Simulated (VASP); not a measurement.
Ca: relaxation of cell and atoms with PBE

The system is Ca.

```
Ca
1.0
     3.97025    0.00000    0.00000
    -1.98513    3.43834    0.00000
     0.00000    0.00000    6.52442
Ca
2
Direct
  0.33333 0.66667 0.25000
  0.66667 0.33333 0.75000
```

```
Program                : VASP 6.6.1
Task                   : relaxation of cell and atoms
Functional             : PBE
Potentials or basis    : VASP PAW PBE potentials, release 64 (Ca_sv)
Cutoff                 : 600 eV
k mesh                 : 12 × 12 × 8
Occupations            : gaussian, width 0.1 eV
Spin                   : no spin polarisation
Dipole correction      : no
Further INCAR settings : ALGO = Fast; EDIFF = 1e-07; IBRION = 2; EDIFFG = -0.01; NSW = 80; ISIF = 3
```

```
Relaxed volume                         : 42.49 Å³/atom
Relaxed cell                           : a = 3.910 Å, b = 3.910 Å, c = 6.418 Å, α = 90.00°, β = 90.00°, γ = 120.00°
Space group after relaxing (to 0.05 Å) : P6_3/mmc (No. 194)
Energy gained by relaxing              : 5.2 meV/atom
Ionic steps                            : 3
Pressure after relaxing                : 0.0 GPa
Band gap on the k mesh                 : zero (band 10 reaches 2.25 eV, above the bottom of band 11 at 1.75 eV)
```

The path:
```
step  energy change (eV)  largest force (eV/Å)  pressure (GPa)  volume (Å³)
   1              0.0000                0.0000           -0.77        89.07
   2             -0.0090                0.0000           -0.28        86.34
   3             -0.0103                0.0000           -0.01        84.98
```

Final structure:
```
CELL_PARAMETERS angstrom
3.91022 0.00000 0.00000
-1.95511 3.38635 0.00000
0.00000 0.00000 6.41792
ATOMIC_POSITIONS crystal
Ca 0.33333 0.66667 0.25000
Ca 0.66667 0.33333 0.75000
```

Levels at points of the mesh, in eV from the Fermi level:
```csv
k point,band 6,band 7,band 8,band 9,band 10,band 11,band 12,band 13,band 14
"(0.00, 0.00, 0.00)",-23.01,-23.01,-23.00,-4.08,-1.07,-0.25,2.23,2.25,2.26
"(0.50, 0.00, 0.00)",-23.06,-23.03,-23.03,-1.14,-0.72,0.19,0.35,1.34,1.88
"(0.00, 0.00, 0.50)",-23.02,-23.02,-23.02,-3.07,-3.07,1.35,1.35,2.25,2.25
"(0.50, 0.00, 0.50)",-23.04,-23.04,-23.04,-0.71,-0.71,0.07,0.07,1.42,1.42
```

Wall time 13 min on 1 thread of Oxide Virtual Turin-like Processor, on a shared host, peak memory 0.28 GiB.
